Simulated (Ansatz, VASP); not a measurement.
## One calculation of Ge, two programs

```
CELL_PARAMETERS angstrom
0.00000 8.48673 8.48673
8.48673 0.00000 8.48673
8.48673 8.48673 0.00000
ATOMIC_POSITIONS crystal
Ge 0.00000 0.00000 0.00000
Ge 0.00000 0.00000 0.33333
Ge 0.00000 0.00000 0.66667
Ge 0.00000 0.33333 0.00000
Ge 0.00000 0.33333 0.33333
Ge 0.00000 0.33333 0.66667
Ge 0.00000 0.66667 0.00000
Ge 0.00000 0.66667 0.33333
Ge 0.00000 0.66667 0.66667
Ge 0.33333 0.00000 0.00000
Ge 0.33333 0.00000 0.33333
Ge 0.33333 0.00000 0.66667
Ge 0.33333 0.33333 0.00000
Ge 0.33333 0.33333 0.33333
Ge 0.33333 0.33333 0.66667
Ge 0.33333 0.66667 0.00000
Ge 0.33333 0.66667 0.33333
Ge 0.33333 0.66667 0.66667
Ge 0.66667 0.00000 0.00000
Ge 0.66667 0.00000 0.33333
Ge 0.66667 0.00000 0.66667
Ge 0.66667 0.33333 0.00000
Ge 0.66667 0.33333 0.33333
Ge 0.66667 0.33333 0.66667
Ge 0.66667 0.66667 0.00000
Ge 0.66667 0.66667 0.33333
Ge 0.66667 0.66667 0.66667
Ge 0.08333 0.08333 0.08333
Ge 0.08333 0.08333 0.41667
Ge 0.08333 0.08333 0.75000
Ge 0.08333 0.41667 0.08333
Ge 0.08333 0.41667 0.41667
Ge 0.08333 0.41667 0.75000
Ge 0.08333 0.75000 0.08333
Ge 0.08333 0.75000 0.41667
Ge 0.08333 0.75000 0.75000
Ge 0.41667 0.08333 0.08333
Ge 0.41667 0.08333 0.41667
Ge 0.41667 0.08333 0.75000
Ge 0.41667 0.41667 0.08333
Ge 0.41667 0.41667 0.41667
Ge 0.41667 0.41667 0.75000
Ge 0.41667 0.75000 0.08333
Ge 0.41667 0.75000 0.41667
Ge 0.41667 0.75000 0.75000
Ge 0.75000 0.08333 0.08333
Ge 0.75000 0.08333 0.41667
Ge 0.75000 0.08333 0.75000
Ge 0.75000 0.41667 0.08333
Ge 0.75000 0.41667 0.41667
Ge 0.75000 0.41667 0.75000
Ge 0.75000 0.75000 0.08333
Ge 0.75000 0.75000 0.41667
Ge 0.75000 0.75000 0.75000
```

Alike in both runs: task single point; functional PBE; k mesh 1 × 1 × 1; occupations gaussian, width 0.05 eV; no spin polarisation.

```csv
,VASP,Ansatz
version,VASP 6.6.1,Ansatz 0.2.0
potentials or method,"VASP PAW PBE potentials, release 64 (Ge_d), cutoff 520 eV","scalar-relativistic, plane waves, PAW"
valence electrons in the cell,756,756
```

|  | VASP | Ansatz | Ansatz less VASP |
| --- | --- | --- | --- |
| gap on the k mesh at the Fermi level (eV) | 0.05 | 0.04 | -0.005 |

The functional is the same, so the differences come from potentials, cutoffs and numerics. Ansatz's warnings: structure snapped to symmetry.

The k mesh is coarse, so the values compare programs but aren't converged.
